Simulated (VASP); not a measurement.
# H2CO in VASP: a series of runs, part 2 of 2

VASP 6.6.1. The steps go on from the part before.

**3. Single point, PBE+D3(BJ)**

INCAR

```
PREC = Accurate ; ENCUT = 1000
EDIFF = 1E-6 ; ISMEAR = -1
SIGMA = 0.02 ; LREAL = Auto
LASPH = True ; NELM = 120
ALGO = Normal ; ISIF = 2
LWAVE = False ; LCHARG = False
GGA = PE ; IVDW = 12
NBANDS = 70 ; GGA_COMPAT = False
```

KPOINTS

```
Automatic mesh
0
Gamma
  1 1 1
```

POSCAR

```
H2CO
1.0
    8.7538210000      0.0000000000      0.0000000000
    0.0000000000      8.7538210000      0.0000000000
    0.0000000000      0.0000000000      8.7538210000
C O H
8 8 16
Direct
    0.5379245184      0.7663994879      0.5799714537
    0.3666996871      0.1903287207      0.4556728425
    0.2185450280      0.8586954556      0.8197100866
    0.0742986238      0.6153167247      0.3919597606
    0.6210188071      0.6982732118      0.1939353327
    0.8306849362      0.2867893409      0.1447184311
    0.2199967874      0.4479281848      0.9093149535
    0.9344586703      0.1605778874      0.5769497085
    0.4268298898      0.6924790818      0.5667332995
    0.6492930183      0.8395281165      0.5929712740
    0.3461217224      0.0700380136      0.5109629333
    0.3874795057      0.3102854554      0.4002039106
    0.0984978392      0.8336046185      0.7666966211
    0.3385850744      0.8844489694      0.8731729701
    0.0684728445      0.5498541550      0.5085602478
    0.0795789181      0.6804372309      0.2749790216
    0.7253349493      0.6749032277      0.1288949898
    0.6017543902      0.6060726893      0.2765132288
    0.5233149397      0.7051281724      0.1159709571
    0.6340095979      0.8073548092      0.2539720559
    0.9320068640      0.3598943700      0.1536307311
    0.8366245229      0.2203712233      0.0388347019
    0.7280938942      0.3584810721      0.1432685705
    0.8264214492      0.2091172157      0.2427455821
    0.2608389498      0.5266595161      0.9977939569
    0.1658493081      0.3490592019      0.9638220017
    0.3167618581      0.4095759682      0.8396334116
    0.1364188029      0.5056856170      0.8362967440
    0.9348939192      0.0940584324      0.6828438854
    0.9763824518      0.0886901628      0.4834470445
    1.0075938719      0.2613491829      0.5893355697
    0.8175496600      0.1975237842      0.5516366214
```

Potentials or basis: VASP PAW PBE potentials, release 64 (C_h, O_h, H_h).

Run with:

```console
$ cat potpaw_PBE.64/C_h/POTCAR potpaw_PBE.64/O_h/POTCAR potpaw_PBE.64/H_h/POTCAR > POTCAR
$ mpirun -np 1 vasp_gam > vasp.out
```

Wall time 5.3 min (1 thread of AMD EPYC 7R13 (Zen 3), shared host); peak memory 1.2 GiB.

The run converged. Its results:

* Free energy: -190.1659 eV
* Pressure: -0.3 GPa
* Largest force: 0.238 eV/Å
* Band gap on the k mesh: 6.76 eV
* Dispersion energy per atom: -0.025 eV

Forces on the atoms (eV/Å):
```
C    0.005 -0.004 -0.004
C   -0.009 -0.012  0.001
C    0.018  0.008  0.010
C    0.010  0.000  0.014
C   -0.010 -0.008  0.000
C    0.005  0.016  0.012
C    0.009 -0.010  0.004
C   -0.008 -0.002  0.009
O    0.188  0.141  0.034
O   -0.202 -0.123 -0.026
O    0.026  0.144 -0.055
O   -0.029 -0.133  0.063
O    0.031  0.004  0.014
O   -0.049 -0.024 -0.027
O    0.002  0.089 -0.186
O    0.006 -0.085  0.172
H   -0.005 -0.005 -0.003
H   -0.001  0.011 -0.014
H    0.015  0.005  0.003
H   -0.002  0.001 -0.001
H   -0.014 -0.010 -0.008
H    0.003  0.005 -0.006
H    0.007 -0.017  0.003
H    0.000  0.012 -0.006
H   -0.008 -0.017 -0.010
H    0.015  0.011 -0.005
H   -0.015  0.015  0.014
H    0.005 -0.001 -0.005
H   -0.002 -0.002 -0.007
H    0.002 -0.004  0.002
H   -0.005 -0.004  0.005
H    0.010 -0.001  0.001
```

Stress tensor (GPa, compression positive):
```
-0.34 -0.10 -0.02
-0.10 -0.33  0.06
-0.02  0.06 -0.30
```

Levels at points of the mesh, in eV from the valence-band top:
| k point | band 44 | band 45 | band 46 | band 47 | band 48 | band 49 | band 50 | band 51 | band 52 | band 53 |
| --- | --- | --- | --- | --- | --- | --- | --- | --- | --- | --- |
| (0.00, 0.00, 0.00) | -0.16 | -0.13 | -0.09 | -0.08 | 0.00 | 6.76 | 8.09 | 8.14 | 8.22 | 8.34 |

Caveat: the k points lie up to 0.72 Å⁻¹ apart.

**4. Single point, PBE+D3(BJ)**

INCAR

```
SYSTEM = H2CO
  ALGO = Normal
  EDIFF = 1E-6
  ENCUT = 1000
  GGA = PE
  GGA_COMPAT = .False.
  ISIF = 2
  ISMEAR = -1
  IVDW = 12
  LASPH = .True.
  LCHARG = .False.
  LREAL = Auto
  LWAVE = .False.
  NBANDS = 70
  NELM = 120
  PREC = Accurate
  SIGMA = 0.02
```

KPOINTS

```
k-points
0
Gamma
  1 1 1
  0 0 0
```

POSCAR

```
H2CO
1.0
    8.7538210000      0.0000000000      0.0000000000
    0.0000000000      8.7538210000      0.0000000000
    0.0000000000      0.0000000000      8.7538210000
C O H
8 8 16
Direct
    0.5494971853      0.7582974338      0.5676721057
    0.3477909818      0.2211262944      0.4427894973
    0.2465437664      0.8645481784      0.8347554742
    0.0923482443      0.6084771439      0.3932911125
    0.6053242350      0.6835072364      0.1849021130
    0.8295006261      0.3127091587      0.1304573169
    0.2066640385      0.4399564487      0.9163769741
    0.8867898944      0.1570399943      0.6160167086
    0.4346330591      0.6940740506      0.5591044185
    0.6648411020      0.8239716119      0.5706422373
    0.3538112100      0.0903262701      0.4773801064
    0.3649834741      0.3492646240      0.4102437096
    0.1325249854      0.8357493259      0.7702465015
    0.3558674549      0.8972082020      0.9014235041
    0.0805248360      0.5524101989      0.5131130737
    0.0958895550      0.6660862725      0.2764735537
    0.6638244031      0.6388638744      0.0930336592
    0.6305817768      0.6018057714      0.2700078057
    0.4851481427      0.6828903630      0.1575312084
    0.6496477367      0.7972061572      0.2165225905
    0.8929814763      0.4030468523      0.1929214682
    0.8903083579      0.2684427749      0.0367610898
    0.7207252696      0.3593859184      0.0966320879
    0.7913115884      0.2126385723      0.1970339581
    0.2230797271      0.4926191660      1.0234730639
    0.2008265876      0.3175641814      0.9121388249
    0.2978013830      0.4749011889      0.8374857105
    0.1033034603      0.4802245785      0.8671184846
    0.8636228682      0.2026543609      0.7293957690
    0.8309514211      0.0484474151      0.5886800747
    1.0103473672      0.1335531078      0.6092882183
    0.8589734700      0.2316816851      0.5155805676
```

Run with:

```console
$ cat potpaw_PBE.64/C_h/POTCAR potpaw_PBE.64/O_h/POTCAR potpaw_PBE.64/H_h/POTCAR > POTCAR
$ mpirun -np 1 vasp_gam > vasp.out
```

Run time: 2.5 min. Hardware: 1 thread of Intel Xeon 6975P-C (Granite Rapids), shared host; peak memory 1.2 GiB.

The run converged. Its results:

```yaml
Free_energy: -189.4457 eV
Pressure: 1.2 GPa
Largest_force: 3.376 eV/Å
Band_gap_on_the_k_mesh: 6.62 eV
Dispersion_energy_per_atom: -0.025 eV
```

Forces in eV/Å, atoms in the order of the input:
```
C    0.733  0.507 -0.293
C    1.320 -1.439  0.468
C   -1.752 -0.238 -0.762
C   -0.448 -0.904  2.333
C   -0.547  1.311  0.891
C   -0.890  0.103  1.489
C    0.651  0.016 -1.629
C    0.621 -0.176 -1.441
O   -1.517 -0.862  0.113
O    0.744  0.343  0.183
O   -0.700  1.101 -0.303
O   -0.602  0.308 -0.164
O    0.370 -0.016  0.088
O    1.348  0.241  0.641
O    0.096 -0.495  0.762
O    0.349  1.397 -3.054
H    1.304 -0.483 -2.319
H   -0.011 -0.747  1.467
H   -0.533  0.204  0.083
H   -0.231 -0.266 -0.126
H   -0.150 -0.698 -0.066
H    0.853 -0.230 -1.307
H   -0.393  0.529 -0.606
H    0.591  0.266  0.486
H    0.233  0.193  1.412
H    0.117 -0.767  0.535
H    0.096  0.043  0.087
H   -1.089  0.522 -0.416
H   -0.420  0.133 -0.088
H   -0.172 -0.016  0.533
H   -0.056  0.078  0.035
H    0.083  0.043  0.969
```

Stress tensor (GPa, compression positive):
```
 1.25 -0.07 -0.18
-0.07  0.35 -0.42
-0.18 -0.42  1.93
```

Levels at points of the mesh, in eV from the valence-band top:
| k point | band 45 | band 46 | band 47 | band 48 | band 49 | band 50 | band 51 | band 52 |
| --- | --- | --- | --- | --- | --- | --- | --- | --- |
| (0.00, 0.00, 0.00) | -0.11 | -0.10 | -0.04 | 0.00 | 6.62 | 7.51 | 8.05 | 8.25 |

Caveat: the k points lie up to 0.72 Å⁻¹ apart.

**5. Summary**

```tsv
cell	smearing	gap on the mesh (eV)	pressure (GPa)	largest force (eV/Å)
as given, atomic positions A	fermi-dirac 0.002 eV	6.31	-0.2	5.35
as given, atomic positions B	fermi-dirac 0.02 eV	6.76	-0.3	0.24
as given, atomic positions C	fermi-dirac 0.02 eV	6.62	1.2	3.38
```

Alike in all rows: task single point; level PBE+D3(BJ); potentials or basis VASP PAW PBE potentials, release 64 (C_h, O_h, H_h); no spin polarisation; k mesh 1 × 1 × 1; cutoff (eV) 1000.

Caveats: all runs use coarse meshes; the atoms stand as in a frame of molecular dynamics (at least some runs).

Total energies depend on the potentials used, so only differences within one code and one set of settings carry meaning.
